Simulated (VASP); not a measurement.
Write the native input for VASP 6.6.1 that does the following.

```yaml
Task: G0W0 quasiparticle levels
Functional: PBE
Potentials_or_basis: VASP PAW PBE potentials, release 64 (B_GW, N_GW)
Cutoff: 500 eV
k_mesh: 2 × 2 × 2
Occupations: gaussian, width 0.01 eV
Spin: no spin polarisation
Dipole_correction: no
GW_scheme: G0W0
GW_iterations: 1
Cutoff_of_the_response_function: 200
Frequency_points: 48
Empty_bands: 227
Further_INCAR_settings: ALGO = EVGW0; EDIFF = 1e-08; NBANDS = 231
```

BN:

```
CELL_PARAMETERS angstrom
0.00000 1.80800 1.80800
1.80800 0.00000 1.80800
1.80800 1.80800 0.00000
ATOMIC_POSITIONS crystal
B 0.00000 0.00000 0.00000
N 0.25000 0.25000 0.25000
```

One way to write it, as run:

POSCAR

```
BN
1.0
    0.0000000000      1.8080000000      1.8080000000
    1.8080000000      0.0000000000      1.8080000000
    1.8080000000      1.8080000000      0.0000000000
B N
1 1
Direct
    0.0000000000      0.0000000000      0.0000000000
    0.2500000000      0.2500000000      0.2500000000
```

INCAR.step1

```
ALGO = Normal
EDIFF = 1E-8
ENCUT = 500
GGA = PE
ISMEAR = 0
LASPH = True
LCHARG = False
LREAL = False
LWAVE = True
NELM = 60
PREC = Accurate
SIGMA = 0.01
```

INCAR.step2

```
ALGO = Exact
EDIFF = 1E-8
ENCUT = 500
GGA = PE
ISMEAR = 0
ISTART = 1
LASPH = True
LCHARG = False
LOPTICS = True
LREAL = False
LWAVE = True
NBANDS = 231
NELM = 1
PREC = Accurate
SIGMA = 0.01
```

INCAR.step3

```
ALGO = EVGW0
EDIFF = 1E-8
ENCUT = 500
ENCUTGW = 200
GGA = PE
ISMEAR = 0
ISTART = 1
LASPH = True
LCHARG = False
LREAL = False
LWAVE = False
NBANDS = 231
NBANDSGW = 12
NELMGW = 1
NOMEGA = 48
PREC = Accurate
PRECFOCK = Fast
SIGMA = 0.01
```

KPOINTS

```
k-points
0
Gamma
  2 2 2
```

Potentials or basis: VASP PAW PBE potentials, release 64 (B_GW, N_GW).

Launch:

```sh
$ cat potpaw_PBE.64/B_GW/POTCAR potpaw_PBE.64/N_GW/POTCAR > POTCAR
$ cp INCAR.step1 INCAR
$ mpirun -np 1 vasp_std > vasp.out
$ cp INCAR.step2 INCAR
$ mpirun -np 1 vasp_std > vasp.out
$ cp INCAR.step3 INCAR
$ mpirun -np 1 vasp_std > vasp.out
```

It gave:

The band gap on the k mesh, mean-field level is 4.09 eV, indirect (least direct gap 8.39 eV) and the quasiparticle gap is 5.24 eV. The least direct quasiparticle gap is 10.22 eV.

Caveat: the k points lie up to 1.50 Å⁻¹ apart; bands, screening cutoff and mesh are small and nothing is extrapolated, so the quasiparticle values aren't converged.

It took 5.2 s on 1 thread of Intel Xeon 6975P-C, on a shared host, peak memory 0.13 GiB.
